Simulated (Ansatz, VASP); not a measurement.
Two plane-wave programs on CuI

```
Cu I
1.0
     0.00000    2.98162    2.98162
     2.98162    0.00000    2.98162
     2.98162    2.98162    0.00000
Cu I
1 1
Cartesian
  1.4908 1.4908 1.4908
  0.0000 0.0000 0.0000
```

Alike in both runs: task single point; functional r2SCAN; k mesh 6 × 6 × 6; no spin polarisation.

```csv
,VASP,Ansatz
version,VASP 6.6.1,Ansatz 0.2.0
potentials or method,"VASP PAW PBE potentials, release 64 (Cu, I)","plane waves, PAW"
plane-wave cutoff (eV),660,500
occupations,"gaussian, width 0.01 eV",fixed
valence electrons in the cell,18,36
```

VASP gave:

```
gap on the k mesh at the Fermi level (eV) : 1.77
pressure (GPa)                            : 1.4
```

Q: Which values does Ansatz return?

A: gap on the k mesh at the Fermi level (eV): 1.76; pressure (GPa): 1.4.

VASP's potentials were made for PBE, not for r2SCAN. VASP's potentials hold 18 valence electrons a cell and Ansatz's 36, so a difference there can come from the potentials and not from the codes.

Neither program's run includes spin-orbit coupling.
